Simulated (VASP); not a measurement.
## Ti16H2N: single point with PBE+D3(BJ)

Ti16H2N, a slab with vacuum:

```
CELL_PARAMETERS angstrom
5.77293 0.00000 0.00000
-2.88646 4.99950 0.00000
0.00000 0.00000 25.47497
ATOMIC_POSITIONS crystal
Ti 0.33333 0.16667 0.31403
Ti 0.33333 0.66667 0.31403
Ti 0.83333 0.16667 0.31403
Ti 0.83333 0.66667 0.31403
Ti 0.16667 0.33333 0.40381
Ti 0.16667 0.83333 0.40381
Ti 0.66667 0.33333 0.40381
Ti 0.66667 0.83333 0.40381
Ti 0.33257 0.16370 0.49682
Ti 0.33075 0.66132 0.49666
Ti 0.83132 0.16366 0.49682
Ti 0.83806 0.67593 0.49745
Ti 0.16503 0.32973 0.58317
Ti 0.17559 0.83106 0.58441
Ti 0.67095 0.34153 0.57958
Ti 0.65575 0.83100 0.58442
N 0.00299 0.00579 0.63848
H 0.06889 0.13825 0.66947
H 0.90969 0.81832 0.65655
```

```json
{
  "Program": "VASP 6.6.1",
  "Task": "single point",
  "Functional": "PBE",
  "Dispersion": "D3(BJ)",
  "Potentials or basis": "VASP PAW PBE potentials, release 64 (Ti_sv, N, H)",
  "Cutoff": "520 eV",
  "k mesh": "4 × 4 × 1",
  "Occupations": "gaussian, width 0.1 eV",
  "Spin": "no spin polarisation",
  "Dipole correction": "yes",
  "Further INCAR settings": "LREAL = Auto; ALGO = Normal; EDIFF = 1e-07; NBANDS = 114"
}
```

```json
{"Largest force": "0.556 eV/Å", "Band gap on the k mesh": "zero (an odd number of electrons rules out a gap without spin polarisation)", "Dispersion energy per atom": "-0.411 eV"}
```

Forces in eV/Å, atoms in the order of the input:
```
Ti   0.010 -0.003  0.532
Ti   0.000  0.018  0.489
Ti  -0.011 -0.003  0.532
Ti   0.000  0.000  0.538
Ti   0.000 -0.082 -0.549
Ti  -0.026 -0.005 -0.487
Ti   0.000  0.084 -0.480
Ti   0.025 -0.005 -0.487
Ti   0.001 -0.004 -0.001
Ti   0.001 -0.001 -0.003
Ti  -0.003 -0.004  0.000
Ti   0.000  0.007  0.001
Ti   0.001  0.001 -0.034
Ti   0.017 -0.001 -0.018
Ti   0.001  0.011 -0.023
Ti  -0.014 -0.002 -0.016
N   -0.001  0.005  0.017
H    0.000  0.007 -0.008
H   -0.001 -0.022 -0.003
```

Levels at points of the mesh, in eV from the Fermi level:
```tsv
k point	band 98	band 99	band 100	band 101	band 102	band 103	band 104	band 105
(0.00, 0.00, 0.00)	0.23	0.43	0.47	0.48	0.51	0.70	0.73	0.74
(0.50, 0.00, 0.00)	-0.30	-0.28	-0.15	-0.11	0.00	0.04	0.11	0.18
(0.00, 0.50, 0.00)	-0.30	-0.23	-0.18	-0.11	-0.04	0.02	0.12	0.17
(0.50, 0.50, 0.00)	-0.30	-0.28	-0.15	-0.11	0.00	0.04	0.11	0.18
```

Wall time 47 min on 1 thread of Intel(R) Xeon(R) 6975P-C (Granite Rapids) (shared host), peak memory 1.1 GiB.
